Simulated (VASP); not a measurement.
# InS3 (R-3c) in VASP: a series of runs

Runs on InS3. Level: r2SCAN. Tasks: single point.

All numbers are computed with VASP 6.6.1; they aren't measurements. Logs are shortened: lines on timing, memory, paths and dates and some standing lists are left out, and cuts for length are marked.

### Step 1. The cell of the first run

It takes space group R-3c (No. 167, trigonal). Conventional cell: a = 5.378 Å, b = 5.378 Å, c = 24.807 Å, α = 90.00°, β = 90.00°, γ = 120.00°. Within 3.5 Å of S (site symmetry 2) lie 2 In at 2.62 Å and 4 S at 2.80 Å. In (site symmetry -3) has 6 S at 2.62 Å within 3.5 Å.

### Step 2. Single point, r2SCAN

File POSCAR:

```
InS3
1.0
    1.6374100000     -5.1229600000      0.0000000000
    0.0000000000      2.8231530000     -4.5777300000
    7.1953990000      5.1229600000      0.0000000000
S In
6 2
Direct
    0.8333000000      0.7500000000      0.7500000000
    0.2500000000      0.3333000000      0.7500000000
    0.6667000000      0.1667000000      0.7500000000
    0.1667000000      0.2500000000      0.2500000000
    0.7500000000      0.6667000000      0.2500000000
    0.3333000000      0.8333000000      0.2500000000
    0.0000000000      0.0000000000      0.0000000000
    0.5000000000      0.5000000000      0.5000000000
```

File INCAR.step1:

```
  ALGO = Normal
  EDIFF = 1E-4
  ENCUT = 520
  GGA = PE
  ISMEAR = 0
  LASPH = T
  LCHARG = F
  LREAL = F
  LWAVE = T
  NBANDS = 41
  NELM = 80
  PREC = Accurate
  SIGMA = 0.0128
```

File INCAR.step2:

```
  ALGO = Normal
  EDIFF = 1E-7
  ENCUT = 520
  ISIF = 2
  ISMEAR = 0
  ISTART = 1
  LASPH = T
  LCHARG = F
  LMIXTAU = T
  LREAL = F
  LWAVE = F
  METAGGA = R2SCAN
  NBANDS = 41
  NELM = 80
  PREC = Accurate
  SIGMA = 0.0128
```

File KPOINTS:

```
k-points
0
Gamma
  4 4 4
```

Potentials or basis: VASP PAW PBE potentials, release 64 (S, In_d).

The run is started by

```
> cat potpaw_PBE.64/S/POTCAR potpaw_PBE.64/In_d/POTCAR > POTCAR
> cp INCAR.step1 INCAR
> mpirun -np 1 vasp_std > vasp.out
> cp INCAR.step2 INCAR
> mpirun -np 1 vasp_std > vasp.out
```

OUTCAR:

```text
EDIFF = 1E-7
   ENCUT = 520
   ISIF = 2
   ISMEAR = 0
   ISTART = 1
   LASPH = T
   LREAL = F
   METAGGA = R2SCAN
   NELM = 80
   PREC = Accurate

 ion  position               nearest neighbor table
   1  0.833  0.750  0.750-   7 2.62   8 2.62
   2  0.250  0.333  0.750-   8 2.62   7 2.62
   3  0.667  0.167  0.750-   8 2.62   7 2.62
   4  0.167  0.250  0.250-   7 2.62   8 2.62
   5  0.750  0.667  0.250-   8 2.62   7 2.62
   6  0.333  0.833  0.250-   8 2.62   7 2.62
   7  0.000  0.000  0.000-   1 2.62   4 2.62   2 2.62   5 2.62   3 2.62   6 2.62
   8  0.500  0.500  0.500-   3 2.62   6 2.62   5 2.62   2 2.62   1 2.62   4 2.62

  LATTYP: Found a trigonal (rhomboedric) cell.
 ALAT       =     8.8328076487
 COS(alpha) =     0.8146219510

  Lattice vectors:

 A1 = (   7.1953990000,   2.2998070000,   4.5777300000)
 A2 = (   8.8328090000,   0.0000000000,   0.0000000000)
 A3 = (   7.1953990000,   5.1229600000,   0.0000000000)

Analysis of symmetry for initial positions (statically):
=====================================================================
 Subroutine PRICEL returns:
 Original cell was already a primitive cell.

 Routine SETGRP: Setting up the symmetry group for a
 trigonal (rhombohedral) supercell.

 Subroutine GETGRP returns: Found 12 space group operations
 (whereof  6 operations were pure point group operations)
 out of a pool of 12 trial point group operations.

The static configuration has the point symmetry S_6 .
 The point group associated with its full space group is D_3d.

Analysis of symmetry for dynamics (positions and initial velocities):
=====================================================================
 Subroutine PRICEL returns:
 Original cell was already a primitive cell.

 Routine SETGRP: Setting up the symmetry group for a
 trigonal (rhombohedral) supercell.

 Subroutine GETGRP returns: Found 12 space group operations
 (whereof  6 operations were pure point group operations)
 out of a pool of 12 trial point group operations.

The dynamic configuration has the point symmetry S_6 .
 The point group associated with its full space group is D_3d.

 Subroutine INISYM returns: Found 12 space group operations
 (whereof  6 operations are pure point group operations),
 and found     1 'primitive' translations

----------------------------------------------------------------------------------------

                                     Primitive cell

  volume of cell :     207.1429

  direct lattice vectors                    reciprocal lattice vectors
     1.637410000 -5.122960000  0.000000000     0.113214267 -0.159013896 -0.098066194
     0.000000000  2.823153000 -4.577730000     0.000000000  0.000000000 -0.218448882
     7.195399000  5.122960000  0.000000000     0.113214267  0.036185755  0.022316284

  length of vectors
     5.378273949  5.378271545  8.832807364     0.218448776  0.218448882  0.120933435

  position of ions in fractional coordinates (direct lattice)
     0.833300000  0.750000000  0.750000000
     0.250000000  0.333300000  0.750000000
     0.666700000  0.166700000  0.750000000
     0.166700000  0.250000000  0.250000000
     0.750000000  0.666700000  0.250000000
     0.333300000  0.833300000  0.250000000
     0.000000000  0.000000000  0.000000000
     0.500000000  0.500000000  0.500000000

  ion indices of the primitive-cell ions
   primitive index   ion index
                 1           1
                 2           2
                 3           3
                 4           4
                 5           5
                 6           6
                 7           7
                 8           8

----------------------------------------------------------------------------------------

 KPOINTS: k-points

Automatic generation of k-mesh.
 Grid dimensions read from file:
 generate k-points for:    4    4    4

 Generating k-lattice:

  Cartesian coordinates                     Fractional coordinates (reciprocal lattice)
     0.028303567 -0.039753474 -0.024516548     0.250000000  0.000000000  0.000000000
     0.000000000  0.000000000 -0.054612220     0.000000000  0.250000000  0.000000000
     0.028303567  0.009046439  0.005579071     0.000000000 -0.000000000  0.250000000

  Length of vectors
     0.054612194  0.054612220  0.030233359

  Shift w.r.t. Gamma in fractional coordinates (k-lattice)
     0.000000000  0.000000000  0.000000000

 Subroutine IBZKPT returns following result:
 ===========================================

 Found     13 irreducible k-points:

 Following reciprocal coordinates:
            Coordinates               Weight
  0.000000  0.000000  0.000000      1.000000
  0.250000  0.000000  0.000000      6.000000
  0.500000  0.000000  0.000000      3.000000
  0.250000  0.250000  0.000000      6.000000
  0.500000  0.250000  0.000000     12.000000
 -0.250000  0.250000  0.000000      6.000000
  0.500000  0.500000  0.000000      3.000000
 -0.000000  0.000000  0.250000      2.000000
  0.250000  0.000000  0.250000      6.000000
  0.500000  0.000000  0.250000      6.000000
  0.250000  0.500000  0.250000      6.000000
  0.250000 -0.250000  0.250000      6.000000
 -0.000000  0.000000  0.500000      1.000000
   k-points           NKPTS =     13   k-points in BZ     NKDIM =     13   number of bands    NBANDS=     41
   number of dos      NEDOS =    301   number of ions     NIONS =      8
   total plane-waves  NPLWV = 112000
   dimension x,y,z NGX =    40 NGY =   40 NGZ =   70
   dimension x,y,z NGXF=    80 NGYF=   80 NGZF=  140
   ions per type =               6   2
   NGX,Y,Z   is equivalent  to a cutoff of  12.36, 12.36, 13.17 a.u.
   NGXF,Y,Z  is equivalent  to a cutoff of  24.73, 24.73, 26.35 a.u.
 SYSTEM =  unknown system
   PREC   = accura    normal or accurate (medium, high low for compatibility)
   ISTART =      1    job   : 0-new  1-cont  2-samecut
   ICHARG =      0    charge: 1-file 2-atom 10-const
   ISPIN  =      1    spin polarized calculation?
   LNONCOLLINEAR =      F non collinear calculations
   LSORBIT =      F    spin-orbit coupling
   LASPH  =      T    aspherical Exc in radial PAW
   ENCUT  =  520.0 eV  38.22 Ry    6.18 a.u.  10.00 10.00 16.42*2*pi/ulx,y,z
   NELM   =     80;   NELMIN=  2; NELMDL=  0     # of ELM steps
   EDIFF  = 0.1E-06   stopping-criterion for ELM
   LREAL  =      F    real-space projection
   EDIFFG = 0.1E-05   stopping-criterion for IOM
   NSW    =      0    number of steps for IOM
   IBRION =     -1    ionic relax: 0-MD 1-quasi-New 2-CG
   NFREE  =      0    steps in history (QN), initial steepest desc. (CG)
   ISIF   =      2    stress and relaxation
   ISYM   =      2    0-nonsym 1-usesym 2-fastsym
   POTIM  = 0.5000    time-step for ionic-motion
   TEBEG  =    0.0;   TEEND  =   0.0 temperature during run
   PSTRESS=    0.0 pullay stress
   NELECT =      62.0000    total number of electrons
   NUPDOWN=      -1.0000    fix difference up-down
   EMIN   =  10.00;   EMAX   =-10.00  energy-range for DOS
   EFERMI =   0.00;   METHOD = LEGACY
   ISMEAR =     0;   SIGMA  =   0.01  broadening in eV -4-tet -1-fermi 0-gaus
   EFERMI_NEDOS =   21; number of points for ismear=-14 and -15
   IALGO  =     38    algorithm
   IMIX   =      4    mixing-type and parameters
     AMIX     =   0.40;   BMIX     =  1.00
     AMIX_MAG =   1.60;   BMIX_MAG =  1.00
  volume/ion in A,a.u.               =      25.89       174.73
  Fermi-wavevector in a.u.,A,eV,Ry     =   1.095087  2.069415 16.316326  1.199216
  Thomas-Fermi vector in A             =   2.231404
   LORBIT       =      0    0 simple, 1 ext, 2 COOP (PROOUT), +10 PAW based schemes
   METAGGA = R2SCAN    functional components
   LHFCALC =     F    Hartree Fock is set to
   AEXX    =    0.0000 exact exchange contribution
   IVDW    =     0    specifies the selected vdW correction
   LEPSILON=     F    determine dielectric tensor
   LRPA    =     F    only Hartree local field effects (RPA)
 non-spin polarized calculation
 Gauss-broadening in eV      SIGMA  =   0.01
  energy-cutoff  :      520.00
  volume of cell :      207.14
 maximum number of plane-waves:      5598
   NGX = 21   NGY = 21   NGZ = 33

 number of electron      61.9999986 magnetization

 Free energy of the ion-electron system (eV)
  ---------------------------------------------------
  ext. energy  EPLUGINS =         0.00000000
  ---------------------------------------------------
  free energy    TOTEN  =       -90.47142480 eV

  energy without entropy =      -90.47081763  energy(sigma->0) =      -90.47112121

 E-fermi :   4.0141     XC(G=0):  -9.2378

 val. band max:        3.9652644129   @ k =   0.5000   0.2500   0.0000
 cond. band min:       4.0272565667   @ k =   0.2500   0.2500   0.0000
 fundamental gap:      0.0619921538
 Fermi energy:         4.0141224420

 k-point     1 :       0.0000    0.0000    0.0000
  band No.  band energies     occupation
      1     -12.4260      2.00000
      2     -12.0195      2.00000
      3     -12.0195      2.00000
      4     -11.8232      2.00000
      5     -11.8232      2.00000
      6     -11.7756      2.00000
[... 33 lines left out ...]
     40       8.2388      0.00000
     41      10.1575      0.00000

 k-point     2 :       0.2500    0.0000    0.0000
  band No.  band energies     occupation
      1     -12.2679      2.00000
      2     -12.0189      2.00000
      3     -11.9973      2.00000
      4     -11.9482      2.00000
      5     -11.8568      2.00000
      6     -11.8183      2.00000
[... 33 lines left out ...]
     40       8.9757      0.00000
     41       9.4772      0.00000

 k-point     3 :       0.5000    0.0000    0.0000
  band No.  band energies     occupation
      1     -12.0313      2.00000
      2     -12.0313      2.00000
      3     -11.9604      2.00000
      4     -11.9604      2.00000
      5     -11.9319      2.00000
      6     -11.9319      2.00000
[... 391 lines left out ...]
      2     -12.1205      2.00000
      3     -11.9994      2.00000
      4     -11.8638      2.00000
      5     -11.8534      2.00000
      6     -11.8493      2.00000
[... 33 lines left out ...]
     40       9.0496      0.00000
     41       9.2714      0.00000

 k-point    13 :      -0.0000    0.0000    0.5000
  band No.  band energies     occupation
      1     -12.1916      2.00000
      2     -12.1916      2.00000
      3     -11.9264      2.00000
      4     -11.9264      2.00000
      5     -11.9264      2.00000
      6     -11.9264      2.00000
[... 33 lines left out ...]
     40       8.8786      0.00000
     41       8.8838      0.00000

------------------------ aborting loop because EDIFF is reached ----------------------------------------

  FORCE on cell =-STRESS in cart. coord.  units (eV):
  Direction    XX          YY          ZZ          XY          YZ          ZX
  --------------------------------------------------------------------------------------
  -------------------------------------------------------------------------------------
  Total        0.1959451     -1.9327610     -2.0828475      0.7577962      0.1493720      0.4673441
  in kB        1.5155665    -14.9492274    -16.1100943      5.8612874      1.1553398      3.6147425
  external PRESSURE =      -9.8479184 kB  Pullay stress =       0.0000000 kB

 VOLUME and BASIS-vectors are now :
 -----------------------------------------------------------------------------
  energy-cutoff  :      520.00
  volume of cell :      207.14
      direct lattice vectors                 reciprocal lattice vectors
     1.637410000 -5.122960000  0.000000000     0.113214267 -0.159013896 -0.098066194
     0.000000000  2.823153000 -4.577730000     0.000000000  0.000000000 -0.218448882
     7.195399000  5.122960000  0.000000000     0.113214267  0.036185755  0.022316284

 POSITION                                       TOTAL-FORCE (eV/Angst)
 -----------------------------------------------------------------------------------
      6.76100      1.69062     -3.43330        -0.029077      0.090974     -0.000000
      5.80590      3.50244     -1.52576        -0.000000     -0.050134      0.081292
      6.48821      0.89736     -0.76311         0.029077     -0.040840     -0.081292
      2.07181      1.13253     -1.14443         0.029077     -0.090974      0.000000
      3.02691     -0.67928     -3.05197         0.000000      0.050134     -0.081292
      2.34460      1.92579     -3.81462        -0.029077      0.040840      0.081292
      0.00000      0.00000      0.00000        -0.000000      0.000000      0.000000
      4.41640      1.41158     -2.28886        -0.000000      0.000000      0.000000
 -----------------------------------------------------------------------------------
    total drift:                               -0.000000      0.000000     -0.000000

  FREE ENERGIE OF THE ION-ELECTRON SYSTEM (eV)
  ---------------------------------------------------
  free  energy   TOTEN  =       -90.4714248013 eV

  energy  without entropy=      -90.4708176277  energy(sigma->0) =      -90.47112121
```

Run time: 3.6 min. Hardware: 1 thread of Intel Xeon 6975P-C (Granite Rapids), shared host; peak memory 0.4 GiB.

What came out:

| Property | Result |
| --- | --- |
| Free energy | -90.4714 eV |
| Pressure | -1.0 GPa |
| Largest force | 0.096 eV/Å |
| Band gap on the k mesh | zero (band 31 reaches 4.32 eV, above the bottom of band 32 at 2.59 eV) |

Forces on the atoms (eV/Å):
```
S   -0.029  0.091  0.000
S    0.000 -0.050  0.081
S    0.029 -0.041 -0.081
S    0.029 -0.091  0.000
S    0.000  0.050 -0.081
S   -0.029  0.041  0.081
In   0.000  0.000  0.000
In   0.000  0.000  0.000
```

Stress tensor (GPa, compression positive):
```
 0.15  0.59  0.36
 0.59 -1.49  0.12
 0.36  0.12 -1.61
```

Caveat: the PAW data sets were made with another functional, which shifts forces and pressure a little; spin-orbit coupling is left out, which moves the levels of the heavy elements.

### Step 3. Single point, r2SCAN

POSCAR is that of step 2.

File INCAR.step1:

```
SYSTEM = InS3
ALGO = Normal ; EDIFF = 1E-4
ENCUT = 520 ; GGA = PE
ISMEAR = 0 ; LASPH = .TRUE.
LCHARG = .FALSE. ; LREAL = .FALSE.
LWAVE = .TRUE. ; NBANDS = 41
NELM = 100 ; PREC = Accurate
SIGMA = 0.0128
```

File INCAR.step2:

```
SYSTEM = InS3
ALGO = Normal ; EDIFF = 1E-6
ENCUT = 520 ; ISIF = 2
ISMEAR = 0 ; ISTART = 1
LASPH = .TRUE. ; LCHARG = .FALSE.
LMIXTAU = .TRUE. ; LREAL = .FALSE.
LWAVE = .FALSE. ; METAGGA = R2SCAN
NBANDS = 41 ; NELM = 100
PREC = Accurate ; SIGMA = 0.0128
```

File KPOINTS:

```
k-points
0
G
  4 4 4
  0 0 0
```

Potentials or basis: VASP PAW PBE potentials, release 64 (S, In_d).

The run is started by

```
> cat potpaw_PBE.64/S/POTCAR potpaw_PBE.64/In_d/POTCAR > POTCAR
> cp INCAR.step1 INCAR
> mpirun -np 1 vasp_std > vasp.out
> cp INCAR.step2 INCAR
> mpirun -np 1 vasp_std > vasp.out
```

Run time: 3.1 min. Hardware: 1 thread of Intel Xeon 6975P-C (Granite Rapids), shared host; peak memory 0.4 GiB.

It converged, with:

* Free energy: -90.4714 eV
* Pressure: -1.0 GPa
* Largest force: 0.096 eV/Å
* Band gap on the k mesh: zero (band 31 reaches 4.32 eV, above the bottom of band 32 at 2.59 eV)

Forces on the atoms (eV/Å):
```
S   -0.029  0.091  0.000
S    0.000 -0.050  0.081
S    0.029 -0.041 -0.081
S    0.029 -0.091  0.000
S    0.000  0.050 -0.081
S   -0.029  0.041  0.081
In   0.000  0.000  0.000
In   0.000  0.000  0.000
```

Stress tensor (GPa, compression positive):
```
 0.15  0.59  0.36
 0.59 -1.50  0.12
 0.36  0.12 -1.62
```

Levels at points of the mesh, in eV from the Fermi level:
```tsv
k point	band 27	band 28	band 29	band 30	band 31	band 32	band 33	band 34	band 35	band 36
(0.00, 0.00, 0.00)	-2.87	-1.95	-1.95	-1.24	-1.01	1.45	1.45	1.54	1.54	3.18
(0.50, 0.00, 0.00)	-2.74	-2.74	-1.68	-1.68	-1.43	-1.43	0.12	0.12	1.13	1.13
(0.50, 0.50, 0.00)	-2.72	-1.98	-1.79	-1.62	-1.50	-1.35	0.78	1.06	1.20	2.50
(0.00, 0.00, 0.50)	-2.65	-2.65	-1.34	-1.34	0.22	0.22	1.50	1.50	1.50	1.50
```

Caveat: the PAW data sets were made with another functional, which shifts forces and pressure a little; spin-orbit coupling is left out, which moves the levels of the heavy elements.
